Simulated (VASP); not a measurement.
# HoNb2As3 (P4/mmm) in VASP: further runs

Runs on HoNb2As3. Level: PBE. Tasks: relaxation of cell and atoms, single point.

Everything below comes from runs of VASP 6.6.1. Logs are shortened: lines on timing, memory, paths and dates and some standing lists are left out, and cuts for length are marked.

### Step 1. The cell of the first run

It takes space group P4/mmm (No. 123, tetragonal). The conventional cell has a = 3.503 Å, b = 3.503 Å, c = 13.036 Å, α = 90.00°, β = 90.00°, γ = 90.00°. Within 4.0 Å of Ho (site symmetry 4/mmm) lie 8 Nb at 3.02 Å and 4 Ho at 3.50 Å. Nb (site symmetry 4mm) has 4 Ho at 3.02 Å and 5 Nb at 3.44 to 3.50 Å and 4 As at 3.63 Å within 4.0 Å. As (site symmetry 4mm) has 9 As at 3.28 to 4.30 Å and 4 Nb at 3.63 Å and 1 Ho at 4.37 Å within 4.4 Å. As (site symmetry 4/mmm) has 12 As at 3.28 to 3.50 Å within 4.3 Å.

The cell was generated, and may not be a known phase.

### Step 2. Relaxation of cell and atoms, PBE

INCAR

```
PREC     = Accurate       # precision mode
ENCUT    = 500            # plane-wave cutoff, eV
EDIFF    = 1E-7           # SCF threshold, eV
ISMEAR   = 0              # smearing method
SIGMA    = 0.1            # smearing width, eV
LREAL    = False          # projectors in reciprocal space
LASPH    = True           # aspherical terms in the spheres
NELM     = 200            # most SCF steps
ALGO     = Normal         # electronic algorithm
ISIF     = 3              # what is computed and relaxed
LWAVE    = False          # write WAVECAR
LCHARG   = False          # write CHGCAR
GGA      = PE             # functional
IBRION   = 2              # ionic algorithm
NSW      = 90             # ionic steps
EDIFFG   = -0.04          # ionic threshold
GGA_COMPAT= False        
NELMIN   = 4            
LMAXMIX  = 6              # l up to which the mixer works
```

KPOINTS

```
regular mesh
0
Gamma
  6 6 2
```

POSCAR

```
HoNb2As3
1.0
    3.5031939600      0.0000000000      0.0000000000
    0.0000000000      3.5031939600      0.0000000000
    0.0000000000      0.0000000000     13.0360838700
Ho Nb As
1 2 3
Direct
    0.0000000000      0.0000000000      0.0000000000
    0.5000000000      0.5000000000      0.8681410000
    0.5000000000      0.5000000000      0.1318590000
    0.0000000000      0.0000000000      0.6647679800
    0.0000000000      0.0000000000      0.3352320200
    0.5000000000      0.5000000000      0.5000000000
```

Potentials or basis: VASP PAW PBE potentials, release 64 (Ho_3, Nb_sv, As), 4f in core.

Launch:

```console
> cat potpaw_PBE.64/Ho_3/POTCAR potpaw_PBE.64/Nb_sv/POTCAR potpaw_PBE.64/As/POTCAR > POTCAR
> mpirun -np 1 vasp_std > vasp.out
```

OUTCAR:

```text
PREC = Accurate
   ENCUT = 500
   EDIFF = 1E-7
   ISMEAR = 0
   LREAL = False
   LASPH = True
   NELM = 200
   ISIF = 3
   GGA = PE
   IBRION = 2
   NSW = 90
   EDIFFG = -0.04
   NELMIN = 4

 ion  position               nearest neighbor table
   1  0.000  0.000  0.000-   2 3.02   3 3.02   2 3.02   3 3.02   2 3.02   3 3.02   2 3.02   3 3.02

   2  0.500  0.500  0.868-   1 3.02   1 3.02   1 3.02   1 3.02
   3  0.500  0.500  0.132-   1 3.02   1 3.02   1 3.02   1 3.02
   4  0.000  0.000  0.665-
   5  0.000  0.000  0.335-
   6  0.500  0.500  0.500-

  LATTYP: Found a simple tetragonal cell.
 ALAT       =     3.5031939600
 C/A-ratio  =     3.7211995735

  Lattice vectors:

 A1 = (   3.5031939600,   0.0000000000,   0.0000000000)
 A2 = (   0.0000000000,   3.5031939600,   0.0000000000)
 A3 = (   0.0000000000,   0.0000000000,  13.0360838700)

Analysis of symmetry for initial positions (statically):
=====================================================================
 Subroutine PRICEL returns:
 Original cell was already a primitive cell.

 Routine SETGRP: Setting up the symmetry group for a
 simple tetragonal supercell.

 Subroutine GETGRP returns: Found 16 space group operations
 (whereof 16 operations were pure point group operations)
 out of a pool of 16 trial point group operations.

The static configuration has the point symmetry D_4h.

Analysis of symmetry for dynamics (positions and initial velocities):
=====================================================================
 Subroutine PRICEL returns:
 Original cell was already a primitive cell.

 Routine SETGRP: Setting up the symmetry group for a
 simple tetragonal supercell.

 Subroutine GETGRP returns: Found 16 space group operations
 (whereof 16 operations were pure point group operations)
 out of a pool of 16 trial point group operations.

The dynamic configuration has the point symmetry D_4h.

 Subroutine INISYM returns: Found 16 space group operations
 (whereof 16 operations are pure point group operations),
 and found     1 'primitive' translations

----------------------------------------------------------------------------------------

                                     Primitive cell

  volume of cell :     159.9836

  direct lattice vectors                    reciprocal lattice vectors
     3.503193960  0.000000000  0.000000000     0.285453792  0.000000000  0.000000000
     0.000000000  3.503193960  0.000000000     0.000000000  0.285453792  0.000000000
     0.000000000  0.000000000 13.036083870     0.000000000  0.000000000  0.076710154

  length of vectors
     3.503193960  3.503193960 13.036083870     0.285453792  0.285453792  0.076710154

  position of ions in fractional coordinates (direct lattice)
     0.000000000  0.000000000  0.000000000
     0.500000000  0.500000000  0.868141000
     0.500000000  0.500000000  0.131859000
     0.000000000  0.000000000  0.664767980
     0.000000000  0.000000000  0.335232020
     0.500000000  0.500000000  0.500000000

  ion indices of the primitive-cell ions
   primitive index   ion index
                 1           1
                 2           2
                 3           3
                 4           4
                 5           5
                 6           6

----------------------------------------------------------------------------------------

 KPOINTS: regular mesh

Automatic generation of k-mesh.
 Grid dimensions read from file:
 generate k-points for:    6    6    2

 Generating k-lattice:

  Cartesian coordinates                     Fractional coordinates (reciprocal lattice)
     0.047575632  0.000000000  0.000000000     0.166666667  0.000000000  0.000000000
     0.000000000  0.047575632  0.000000000     0.000000000  0.166666667  0.000000000
     0.000000000  0.000000000  0.038355077     0.000000000  0.000000000  0.500000000

  Length of vectors
     0.047575632  0.047575632  0.038355077

  Shift w.r.t. Gamma in fractional coordinates (k-lattice)
     0.000000000  0.000000000  0.000000000

 Subroutine IBZKPT returns following result:
 ===========================================

 Found     20 irreducible k-points:

 Following reciprocal coordinates:
            Coordinates               Weight
  0.000000  0.000000  0.000000      1.000000
  0.166667  0.000000  0.000000      4.000000
  0.333333  0.000000  0.000000      4.000000
  0.500000  0.000000  0.000000      2.000000
  0.166667  0.166667  0.000000      4.000000
  0.333333  0.166667  0.000000      8.000000
[... 12 lines left out ...]
  0.500000  0.333333  0.500000      4.000000
  0.500000  0.500000  0.500000      1.000000
   k-points           NKPTS =     20   k-points in BZ     NKDIM =     20   number of bands    NBANDS=     30
   number of dos      NEDOS =    301   number of ions     NIONS =      6
   total plane-waves  NPLWV =  75264
   dimension x,y,z NGX =    28 NGY =   28 NGZ =   96
   dimension x,y,z NGXF=    56 NGYF=   56 NGZF=  192
   ions per type =               1   2   3
   NGX,Y,Z   is equivalent  to a cutoff of  13.29, 13.29, 12.24 a.u.
   NGXF,Y,Z  is equivalent  to a cutoff of  26.58, 26.58, 24.49 a.u.
 SYSTEM =  unknown system
   PREC   = accura    normal or accurate (medium, high low for compatibility)
   ISTART =      0    job   : 0-new  1-cont  2-samecut
   ICHARG =      2    charge: 1-file 2-atom 10-const
   ISPIN  =      1    spin polarized calculation?
   LNONCOLLINEAR =      F non collinear calculations
   LSORBIT =      F    spin-orbit coupling
   LASPH  =      T    aspherical Exc in radial PAW
   ENCUT  =  500.0 eV  36.75 Ry    6.06 a.u.   6.39  6.39 23.77*2*pi/ulx,y,z
   NELM   =    200;   NELMIN=  4; NELMDL= -5     # of ELM steps
   EDIFF  = 0.1E-06   stopping-criterion for ELM
   LREAL  =      F    real-space projection
   EDIFFG = -.4E-01   stopping-criterion for IOM
   NSW    =     90    number of steps for IOM
   IBRION =      2    ionic relax: 0-MD 1-quasi-New 2-CG
   NFREE  =      1    steps in history (QN), initial steepest desc. (CG)
   ISIF   =      3    stress and relaxation
   ISYM   =      2    0-nonsym 1-usesym 2-fastsym
   POTIM  = 0.5000    time-step for ionic-motion
   TEBEG  =    0.0;   TEEND  =   0.0 temperature during run
   PSTRESS=    0.0 pullay stress
   NELECT =      50.0000    total number of electrons
   NUPDOWN=      -1.0000    fix difference up-down
   EMIN   =  10.00;   EMAX   =-10.00  energy-range for DOS
   EFERMI =   0.00;   METHOD = LEGACY
   ISMEAR =     0;   SIGMA  =   0.10  broadening in eV -4-tet -1-fermi 0-gaus
   EFERMI_NEDOS =   21; number of points for ismear=-14 and -15
   IALGO  =     38    algorithm
   IMIX   =      4    mixing-type and parameters
     AMIX     =   0.40;   BMIX     =  1.00
     AMIX_MAG =   1.60;   BMIX_MAG =  1.00
  volume/ion in A,a.u.               =      26.66       179.94
  Fermi-wavevector in a.u.,A,eV,Ry     =   1.110980  2.099448 16.793359  1.234277
  Thomas-Fermi vector in A             =   2.247538
   LORBIT       =      0    0 simple, 1 ext, 2 COOP (PROOUT), +10 PAW based schemes
   GGA     = PE    functional components
   LHFCALC =     F    Hartree Fock is set to
   AEXX    =    0.0000 exact exchange contribution
   IVDW    =     0    specifies the selected vdW correction
   LEPSILON=     F    determine dielectric tensor
   LRPA    =     F    only Hartree local field effects (RPA)
 conjugate gradient relaxation of ions
 non-spin polarized calculation
 Gauss-broadening in eV      SIGMA  =   0.10
  energy-cutoff  :      500.00
  volume of cell :      159.98
 maximum number of plane-waves:      4087
 NGX is ok and might be reduce to    28
   NGX = 13   NGY = 13   NGZ = 47

--------------------------------------- Ionic step        1  -------------------------------------------

 number of electron      50.0000006 magnetization

 Free energy of the ion-electron system (eV)
  ---------------------------------------------------
  ext. energy  EPLUGINS =         0.00000000
  ---------------------------------------------------
  free energy    TOTEN  =       -32.76433110 eV

  energy without entropy =      -32.72078343  energy(sigma->0) =      -32.74255727

 E-fermi :   4.3110     XC(G=0):  -9.8764

 val. band max:        4.2867102417   @ k =   0.5000   0.1667   0.5000
 cond. band min:       4.3227769719   @ k =   0.5000   0.1667   0.0000
 fundamental gap:      0.0360667303
 Fermi energy:         4.3109506474

 k-point     1 :       0.0000    0.0000    0.0000
  band No.  band energies     occupation
      1     -50.8338      2.00000
      2     -50.8292      2.00000
      3     -26.9144      2.00000
      4     -26.8423      2.00000
      5     -26.7957      2.00000
      6     -26.7957      2.00000
[... 762 lines left out ...]
  FREE ENERGIE OF THE ION-ELECTRON SYSTEM (eV)
  ---------------------------------------------------
  free  energy   TOTEN  =       -34.6780035479 eV

  energy  without entropy=      -34.6550276439  energy(sigma->0) =      -34.66651560

 E-fermi :  10.1687     XC(G=0): -12.4428

 val. band max:       10.0988784883   @ k =   0.5000   0.3333   0.5000
 cond. band min:      10.1688827861   @ k =   0.5000   0.3333   0.5000
 fundamental gap:      0.0700042978
 Fermi energy:        10.1687297152

 k-point     1 :       0.0000    0.0000    0.0000
  band No.  band energies     occupation
      1     -44.4287      2.00000
      2     -44.4133      2.00000
      3     -20.7591      2.00000
      4     -20.5683      2.00000
      5     -20.5683      2.00000
      6     -20.5623      2.00000
[... 649 lines left out ...]
     29      13.0396      0.00000
     30      14.8936      0.00000

[... ionic steps 4 to 24 ...]

--------------------------------------- Ionic step       25  -------------------------------------------

 number of electron      49.9999999 magnetization

------------------------ aborting loop because EDIFF is reached ----------------------------------------

  FORCE on cell =-STRESS in cart. coord.  units (eV):
  Direction    XX          YY          ZZ          XY          YZ          ZX
  --------------------------------------------------------------------------------------
  -------------------------------------------------------------------------------------
  Total       -0.3998232     -0.3998232      0.0744922      0.0000000     -0.0000000      0.0000000
  in kB       -5.2091818     -5.2091818      0.9705380      0.0000000     -0.0000000      0.0000000
  external PRESSURE =      -3.1492752 kB  Pullay stress =       0.0000000 kB
[... 65 lines left out ...]
  energy  without entropy=      -39.9713673076  energy(sigma->0) =      -39.98744406

--------------------------------------- Ionic step       27  -------------------------------------------

 number of electron      49.9999999 magnetization

 Free energy of the ion-electron system (eV)
  ---------------------------------------------------
  ext. energy  EPLUGINS =         0.00000000
  ---------------------------------------------------
  free energy    TOTEN  =       -40.00405229 eV

  energy without entropy =      -39.97168261  energy(sigma->0) =      -39.98786745

 E-fermi :   7.1778     XC(G=0): -11.0672

 val. band max:        7.1739008128   @ k =   0.5000   0.1667   0.0000
 cond. band min:       7.2197461714   @ k =   0.3333   0.0000   0.5000
 fundamental gap:      0.0458453587
 Fermi energy:         7.1778318998

 k-point     1 :       0.0000    0.0000    0.0000
  band No.  band energies     occupation
      1     -48.0357      2.00000
      2     -48.0357      2.00000
      3     -24.1154      2.00000
      4     -24.1101      2.00000
      5     -24.0932      2.00000
      6     -24.0932      2.00000
[... 682 lines left out ...]
  FREE ENERGIE OF THE ION-ELECTRON SYSTEM (eV)
  ---------------------------------------------------
  free  energy   TOTEN  =       -40.0040522892 eV

  energy  without entropy=      -39.9716826107  energy(sigma->0) =      -39.98786745

 reached required accuracy - stopping structural energy minimisation
```

It took 32 min on 1 thread of AMD EPYC 9R45 (Zen 5), shared host; peak memory 0.32 GiB.

Results:

```yaml
Free_energy: -40.0041 eV
Relaxed_volume: 20.43 Å³/atom
Relaxed_cell: a = 3.605 Å, b = 3.605 Å, c = 9.429 Å, α = 90.00°, β = 90.00°, γ = 90.00°
Space_group_after_relaxing_to_0.1_Å: P4/mmm (No. 123)
Pressure_after_relaxing: -0.1 GPa
Largest_force_after_relaxing: 0.020 eV/Å
Band_gap_on_the_k_mesh: zero (bands 25 and 26 overlap by 1.09 eV)
```

Forces on the atoms (eV/Å):
```
Ho   0.000  0.000  0.000
Nb   0.000  0.000  0.020
Nb   0.000  0.000 -0.020
As   0.000  0.000  0.000
As   0.000  0.000  0.000
As   0.000  0.000  0.000
```

Final structure:
```
Ho Nb As
1.0
     3.60548    0.00000    0.00000
     0.00000    3.60548    0.00000
     0.00000    0.00000    9.42924
Ho Nb As
1 2 3
Direct
  0.00000 0.00000 0.00000
  0.50000 0.50000 0.77250
  0.50000 0.50000 0.22750
  0.00000 0.00000 0.68914
  0.00000 0.00000 0.31086
  0.50000 0.50000 0.50000
```

Levels at points of the mesh, in eV from the Fermi level:
| k point | band 23 | band 24 | band 25 | band 26 | band 27 | band 28 |
| --- | --- | --- | --- | --- | --- | --- |
| (0.00, 0.00, 0.00) | -1.39 | -0.54 | 0.40 | 0.50 | 0.85 | 0.85 |
| (0.50, 0.00, 0.00) | -0.99 | -0.49 | 0.47 | 0.51 | 1.00 | 1.49 |
| (0.50, 0.50, 0.00) | -1.36 | -1.32 | -0.53 | -0.53 | 0.09 | 0.09 |
| (0.00, 0.00, 0.50) | -1.41 | 0.39 | 0.41 | 0.49 | 0.83 | 0.83 |
| (0.50, 0.00, 0.50) | -0.25 | -0.05 | -0.04 | -0.04 | 0.37 | 1.43 |
| (0.50, 0.50, 0.50) | -1.46 | -0.70 | -0.40 | -0.40 | 0.07 | 0.07 |

Caveat: the volume moved by over 15 % at a fixed basis, so the end points are rough; spin-orbit coupling is left out, which moves the levels of the heavy elements; the 4f electrons are frozen in the core, so they carry no moment and show no levels.

(Part 1 of 2 ends here.)

The gap in the log of VASP goes by the Fermi energy; the results here count the filled bands.